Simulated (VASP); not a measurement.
# Al (Fm-3m) in VASP: settings compared

Aim: see how the results for Al move with the level of theory and the settings. Levels: BLYP, PBE, r2SCAN+D3(BJ), r2SCAN. Tasks: single point.

Program: VASP 6.6.1. These are calculated values, not measurements. Logs are shortened: lines on timing, memory, paths and dates and some standing lists are left out, and cuts for length are marked.

**1. The cell of the first run**

The structure is cubic, space group Fm-3m (No. 225). Conventional cell: a = 4.050 Å, b = 4.050 Å, c = 4.050 Å, α = 90.00°, β = 90.00°, γ = 90.00°. Within 3.8 Å of Al (site symmetry m-3m) lie 12 Al at 2.86 Å.

**2. Single point, BLYP, collinear spin, ferromagnetic start**

INCAR reads:

```
PREC = Accurate
ENCUT = 520
EDIFF = 1E-6
ISMEAR = 0
SIGMA = 0.01
LREAL = F
LASPH = T
NELM = 150
ALGO = Normal
ISIF = 2
LWAVE = F
LCHARG = F
ISPIN = 2
MAGMOM = 0.5
LORBIT = 11
GGA = B5
ALDAX = 1.0
AGGAX = 1.0
AGGAC = 1.0
ALDAC = 0.0
NBANDS = 12
```

KPOINTS reads:

```
Automatic mesh
0
Gamma
  11 11 11
```

POSCAR reads:

```
Al
1.0
    0.0000000000      2.0248050000      2.0248050000
    2.0248050000      0.0000000000      2.0248050000
    2.0248050000      2.0248050000      0.0000000000
Al
1
Direct
    0.0000000000      0.0000000000      0.0000000000
```

Potentials or basis: VASP PAW PBE potentials, release 64 (Al).

Command:

```sh
$ cat potpaw_PBE.64/Al/POTCAR > POTCAR
$ mpirun -np 1 vasp_std > vasp.out
```

OUTCAR:

```text
PREC = Accurate
   ENCUT = 520
   EDIFF = 1E-6
   ISMEAR = 0
   LREAL = F
   LASPH = T
   NELM = 150
   ISIF = 2
   ISPIN = 2
   LORBIT = 11
   GGA = B5

 ion  position               nearest neighbor table
   1  0.000  0.000  0.000-

  LATTYP: Found a face centered cubic cell.
 ALAT       =     4.0496100000

  Lattice vectors:

 A1 = (   0.0000000000,   2.0248050000,   2.0248050000)
 A2 = (   2.0248050000,   0.0000000000,   2.0248050000)
 A3 = (   2.0248050000,   2.0248050000,   0.0000000000)

Analysis of symmetry for initial positions (statically):
=====================================================================
 Subroutine PRICEL returns:
 Original cell was already a primitive cell.

 Routine SETGRP: Setting up the symmetry group for a
 face centered cubic supercell.

 Subroutine GETGRP returns: Found 48 space group operations
[... 9 lines left out ...]

 Routine SETGRP: Setting up the symmetry group for a
 face centered cubic supercell.

 Subroutine GETGRP returns: Found 48 space group operations
 (whereof 48 operations were pure point group operations)
 out of a pool of 48 trial point group operations.

The dynamic configuration has the point symmetry O_h .

Analysis of structural, dynamic, and magnetic symmetry:
=====================================================================
 Subroutine PRICEL returns:
 Original cell was already a primitive cell.

 Routine SETGRP: Setting up the symmetry group for a
 face centered cubic supercell.

 Subroutine GETGRP returns: Found 48 space group operations
 (whereof 48 operations were pure point group operations)
 out of a pool of 48 trial point group operations.

The overall configuration has the point symmetry O_h .

 Subroutine INISYM returns: Found 48 space group operations
 (whereof 48 operations are pure point group operations),
 and found     1 'primitive' translations

----------------------------------------------------------------------------------------

                                     Primitive cell

  volume of cell :      16.6027

  direct lattice vectors                    reciprocal lattice vectors
     0.000000000  2.024805000  2.024805000    -0.246937359  0.246937359  0.246937359
     2.024805000  0.000000000  2.024805000     0.246937359 -0.246937359  0.246937359
     2.024805000  2.024805000  0.000000000     0.246937359  0.246937359 -0.246937359

  length of vectors
     2.863506692  2.863506692  2.863506692     0.427708053  0.427708053  0.427708053

  position of ions in fractional coordinates (direct lattice)
     0.000000000  0.000000000  0.000000000

  ion indices of the primitive-cell ions
   primitive index   ion index
                 1           1

----------------------------------------------------------------------------------------

 KPOINTS: Automatic mesh

Automatic generation of k-mesh.
 Grid dimensions read from file:
 generate k-points for:   11   11   11

 Generating k-lattice:

  Cartesian coordinates                     Fractional coordinates (reciprocal lattice)
    -0.022448851  0.022448851  0.022448851     0.090909091  0.000000000  0.000000000
     0.022448851 -0.022448851  0.022448851     0.000000000  0.090909091  0.000000000
     0.022448851  0.022448851 -0.022448851     0.000000000  0.000000000  0.090909091

  Length of vectors
     0.038882550  0.038882550  0.038882550

  Shift w.r.t. Gamma in fractional coordinates (k-lattice)
     0.000000000  0.000000000  0.000000000

 Subroutine IBZKPT returns following result:
 ===========================================

 Found     56 irreducible k-points:

 Following reciprocal coordinates:
            Coordinates               Weight
  0.000000  0.000000  0.000000      1.000000
  0.090909  0.000000  0.000000      8.000000
  0.181818  0.000000  0.000000      8.000000
  0.272727  0.000000  0.000000      8.000000
  0.363636  0.000000  0.000000      8.000000
  0.454545  0.000000  0.000000      8.000000
[... 16 lines left out ...]
 -0.272727  0.181818  0.000000     24.000000
 -0.181818  0.181818  0.000000     12.000000
 [... further k-points ...]
   k-points           NKPTS =     56   k-points in BZ     NKDIM =     56   number of bands    NBANDS=     12
   number of dos      NEDOS =    301   number of ions     NIONS =      1
   total plane-waves  NPLWV =  13824
   dimension x,y,z NGX =    24 NGY =   24 NGZ =   24
   dimension x,y,z NGXF=    48 NGYF=   48 NGZF=   48
   ions per type =               1
   NGX,Y,Z   is equivalent  to a cutoff of  13.93, 13.93, 13.93 a.u.
   NGXF,Y,Z  is equivalent  to a cutoff of  27.87, 27.87, 27.87 a.u.
 SYSTEM =  unknown system
   PREC   = accura    normal or accurate (medium, high low for compatibility)
   ISTART =      0    job   : 0-new  1-cont  2-samecut
   ICHARG =      2    charge: 1-file 2-atom 10-const
   ISPIN  =      2    spin polarized calculation?
   LNONCOLLINEAR =      F non collinear calculations
   LSORBIT =      F    spin-orbit coupling
   LASPH  =      T    aspherical Exc in radial PAW
   ENCUT  =  520.0 eV  38.22 Ry    6.18 a.u.   5.32  5.32  5.32*2*pi/ulx,y,z
   NELM   =    150;   NELMIN=  2; NELMDL= -5     # of ELM steps
   EDIFF  = 0.1E-05   stopping-criterion for ELM
   LREAL  =      F    real-space projection
   EDIFFG = 0.1E-04   stopping-criterion for IOM
   NSW    =      0    number of steps for IOM
   IBRION =     -1    ionic relax: 0-MD 1-quasi-New 2-CG
   NFREE  =      0    steps in history (QN), initial steepest desc. (CG)
   ISIF   =      2    stress and relaxation
   ISYM   =      2    0-nonsym 1-usesym 2-fastsym
   POTIM  = 0.5000    time-step for ionic-motion
   TEBEG  =    0.0;   TEEND  =   0.0 temperature during run
   PSTRESS=    0.0 pullay stress
   NELECT =       3.0000    total number of electrons
   NUPDOWN=      -1.0000    fix difference up-down
   EMIN   =  10.00;   EMAX   =-10.00  energy-range for DOS
   EFERMI =   0.00;   METHOD = LEGACY
   ISMEAR =     0;   SIGMA  =   0.01  broadening in eV -4-tet -1-fermi 0-gaus
   EFERMI_NEDOS =   21; number of points for ismear=-14 and -15
   IALGO  =     38    algorithm
   IMIX   =      4    mixing-type and parameters
     AMIX     =   0.40;   BMIX     =  1.00
     AMIX_MAG =   1.60;   BMIX_MAG =  1.00
  volume/ion in A,a.u.               =      16.60       112.04
  Fermi-wavevector in a.u.,A,eV,Ry     =   0.925526  1.748991 11.654733  0.856599
  Thomas-Fermi vector in A             =   2.051390
   LORBIT       =     11    0 simple, 1 ext, 2 COOP (PROOUT), +10 PAW based schemes
   GGA     = B5    functional components
   LHFCALC =     F    Hartree Fock is set to
   AEXX    =    0.0000 exact exchange contribution
   IVDW    =     0    specifies the selected vdW correction
   LEPSILON=     F    determine dielectric tensor
   LRPA    =     F    only Hartree local field effects (RPA)
 spin polarized calculation
 Gauss-broadening in eV      SIGMA  =   0.01
  energy-cutoff  :      520.00
  volume of cell :       16.60
 maximum number of plane-waves:       459
 NGX is ok and might be reduce to    24
   NGX = 11   NGY = 11   NGZ = 11

 number of electron       3.0000000 magnetization       0.5000000

 number of electron       3.0000000 magnetization      -0.0466790

 Free energy of the ion-electron system (eV)
  ---------------------------------------------------
  ext. energy  EPLUGINS =         0.00000000
  ---------------------------------------------------
  free energy    TOTEN  =        -2.70381121 eV

  energy without entropy =       -2.70375619  energy(sigma->0) =       -2.70378370

 E-fermi :   8.4450     XC(G=0):  -9.6451

 val. band max:        8.4430412068   @ k =  -0.4545   0.3636   0.0000
 cond. band min:       8.4617896418   @ k =   0.4545   0.1818   0.0909
 fundamental gap:      0.0187484350
 Fermi energy:         8.4449723684

 spin component 1

 k-point     1 :       0.0000    0.0000    0.0000
  band No.  band energies     occupation
      1      -2.6361      1.00000
      2      20.9797      0.00000
      3      20.9797      0.00000
      4      20.9797      0.00000
      5      22.2578      0.00000
      6      22.2578      0.00000
      7      22.2578      0.00000
      8      24.9724      0.00000
      9      27.6789      0.00000
     10      27.6789      0.00000
     11      30.9974      0.00000
     12      33.0666      0.00000

 k-point     2 :       0.0909    0.0000    0.0000
  band No.  band energies     occupation
      1      -2.4128      1.00000
      2      18.0489      0.00000
      3      20.2935      0.00000
      4      20.2935      0.00000
      5      23.0474      0.00000
      6      23.2662      0.00000
      7      23.2662      0.00000
      8      26.6180      0.00000
      9      26.6180      0.00000
     10      26.9871      0.00000
     11      30.1347      0.00000
     12      34.1969      0.00000
[... 316 lines left out ...]
 k-point    24 :      -0.1818    0.1818    0.0000
  band No.  band energies     occupation
      1      -0.2721      1.00000
      2      12.2364      0.00000
      3      13.6488      0.00000
      4      20.1299      0.00000
      5      22.2399      0.00000
      6      23.2803      0.00000
      7      24.3280      0.00000
      8      25.2598      0.00000
      9      27.6551      0.00000
     10      32.7449      0.00000
     11      33.9710      0.00000
     12      38.4355      0.00000

 [... further k-points ...]

 spin component 2

 k-point     1 :       0.0000    0.0000    0.0000
  band No.  band energies     occupation
      1      -2.6852      1.00000
      2      20.9297      0.00000
      3      20.9297      0.00000
      4      20.9297      0.00000
      5      22.2165      0.00000
      6      22.2165      0.00000
      7      22.2165      0.00000
      8      24.9231      0.00000
      9      27.6322      0.00000
     10      27.6322      0.00000
     11      30.9510      0.00000
     12      33.0166      0.00000

 k-point     2 :       0.0909    0.0000    0.0000
  band No.  band energies     occupation
      1      -2.4619      1.00000
      2      18.0008      0.00000
      3      20.2456      0.00000
      4      20.2456      0.00000
      5      23.0035      0.00000
      6      23.2232      0.00000
      7      23.2232      0.00000
      8      26.5700      0.00000
      9      26.5700      0.00000
     10      26.9388      0.00000
     11      30.0864      0.00000
     12      34.1509      0.00000
[... 316 lines left out ...]
 k-point    24 :      -0.1818    0.1818    0.0000
  band No.  band energies     occupation
      1      -0.3211      1.00000
      2      12.1872      0.00000
      3      13.6017      0.00000
      4      20.0841      0.00000
      5      22.1935      0.00000
      6      23.2307      0.00000
      7      24.2834      0.00000
      8      25.2166      0.00000
      9      27.6093      0.00000
     10      32.6994      0.00000
     11      33.9249      0.00000
     12      38.3842      0.00000

 [... further k-points ...]
[... 5 lines left out ...]
  --------------------------------------------------------------------------------------
  -------------------------------------------------------------------------------------
  Total        0.3253934      0.3253934      0.3253934      0.0000000      0.0000000      0.0000000
  in kB       31.4007320     31.4007320     31.4007320      0.0000000      0.0000000      0.0000000
  external PRESSURE =      31.4007320 kB  Pullay stress =       0.0000000 kB

 VOLUME and BASIS-vectors are now :
 -----------------------------------------------------------------------------
  energy-cutoff  :      520.00
  volume of cell :       16.60
      direct lattice vectors                 reciprocal lattice vectors
     0.000000000  2.024805000  2.024805000    -0.246937359  0.246937359  0.246937359
     2.024805000  0.000000000  2.024805000     0.246937359 -0.246937359  0.246937359
     2.024805000  2.024805000  0.000000000     0.246937359  0.246937359 -0.246937359

 POSITION                                       TOTAL-FORCE (eV/Angst)
 -----------------------------------------------------------------------------------
      0.00000      0.00000      0.00000        -0.000000      0.000000     -0.000000
 -----------------------------------------------------------------------------------
    total drift:                               -0.000000     -0.000000     -0.000000

  FREE ENERGIE OF THE ION-ELECTRON SYSTEM (eV)
  ---------------------------------------------------
  free  energy   TOTEN  =        -2.7038112107 eV

  energy  without entropy=       -2.7037561886  energy(sigma->0) =       -2.70378370

 total charge

# of ion       s       p       d       tot
------------------------------------------
    1        0.438   0.339   0.000   0.777

 magnetization (x)

# of ion       s       p       d       tot
------------------------------------------
    1       -0.004  -0.007   0.000  -0.011
```

Wall time 15 s (1 thread of Intel Xeon 6975P-C (Granite Rapids), shared host); peak memory 0.14 GiB.

Results:

```yaml
Free_energy: -2.7038 eV
Pressure: 3.1 GPa
Net_moment: -0.05 μB per cell
Valence_electrons_inside_the_program's_atomic_spheres: Al 0.78
```

Caveat: the PAW data sets were made with another functional, which shifts forces and pressure a little.

**3. Single point, PBE**

INCAR reads:

```
SYSTEM = Al
PREC = Accurate
ENCUT = 500
EDIFF = 1E-6
ISMEAR = -1
SIGMA = 0.03
LREAL = .False.
LASPH = .True.
NELM = 120
ALGO = Normal
ISIF = 2
LWAVE = .False.
LCHARG = .False.
GGA = PE
NBANDS = 8
GGA_COMPAT = .False.
```

KPOINTS reads:

```
Automatic mesh
0
Gamma
  6 6 6
  0 0 0
```

POSCAR is that of step 2.

Potentials or basis: VASP PAW PBE potentials, release 64 (Al).

Command:

```sh
$ cat potpaw_PBE.64/Al/POTCAR > POTCAR
$ mpirun -np 1 vasp_std > vasp.out
```

Wall time 1.7 s (1 thread of AMD EPYC 9R45 (Zen 5), shared host); peak memory 0.1 GiB.

The run converged. Its results:

```yaml
Free_energy: -3.8118 eV
Pressure: 0.0 GPa
```

Levels at points of the mesh, in eV from the Fermi level:
```csv
k point,band 1,band 2,band 3,band 4,band 5
"(0.00, 0.00, 0.00)",-11.46,12.21,12.21,12.21,13.66
"(0.50, 0.00, 0.00)",-4.94,-4.74,10.97,10.97,11.06
"(0.50, 0.50, 0.00)",-3.28,-1.97,4.88,5.19,5.19
```

Caveat: the k points lie up to 0.45 Å⁻¹ apart.

**4. Single point, r2SCAN+D3(BJ)**

This run uses another cell than the first one, of 15.66 Å³/atom, 0.943 times its volume.

POSCAR reads:

```
Al
1.0
    0.0000000000      1.9856742771      1.9856742771
    1.9856742771      0.0000000000      1.9856742771
    1.9856742771      1.9856742771      0.0000000000
Al
1
Direct
    0.0000000000      0.0000000000      0.0000000000
```

INCAR.step1 reads:

```
PREC = Accurate
ENCUT = 550
ISMEAR = -1
SIGMA = 0.05
LREAL = False
LASPH = True
NELM = 120
NBANDS = 8
GGA = PE
ALGO = Normal
EDIFF = 1E-5
LWAVE = True
LCHARG = False
GGA_COMPAT = False
```

INCAR.step2 reads:

```
PREC = Accurate
ENCUT = 550
EDIFF = 1E-6
ISMEAR = -1
SIGMA = 0.05
LREAL = False
LASPH = True
NELM = 120
ALGO = Normal
ISIF = 2
LWAVE = False
LCHARG = True
METAGGA = R2SCAN
LMIXTAU = True
IVDW = 12
VDW_S6 = 1.0
VDW_S8 = 0.78981345
VDW_A1 = 0.49484001
VDW_A2 = 5.73083694
LELF = True
LVHAR = True
NBANDS = 8
ISTART = 1
GGA_COMPAT = False
```

KPOINTS reads:

```
Automatic mesh
0
Gamma
  11 11 11
```

Command:

```sh
$ cat potpaw_PBE.64/Al/POTCAR > POTCAR
$ cp INCAR.step1 INCAR
$ mpirun -np 1 vasp_std > vasp.out
$ cp INCAR.step2 INCAR
$ mpirun -np 1 vasp_std > vasp.out
```

Wall time 20 s (1 thread of Intel Xeon Platinum 8375C at 2.90GHz (Ice Lake), shared host); peak memory 0.14 GiB.

Results (log left out):

```
Free energy                : -6.9134 eV
Pressure                   : -0.3 GPa
Dispersion energy per atom : -0.168 eV
```

Levels at points of the mesh, in eV from the Fermi level:
```tsv
k point	band 1	band 2	band 3	band 4	band 5	band 6
(0.00, 0.00, 0.00)	-12.21	13.63	13.63	13.63	15.96	15.96
```

Caveat: the PAW data sets were made with another functional, which shifts forces and pressure a little; pairwise dispersion overbinds metals, which lowers pressure and volume.

(Continued in part 2 of 2.)
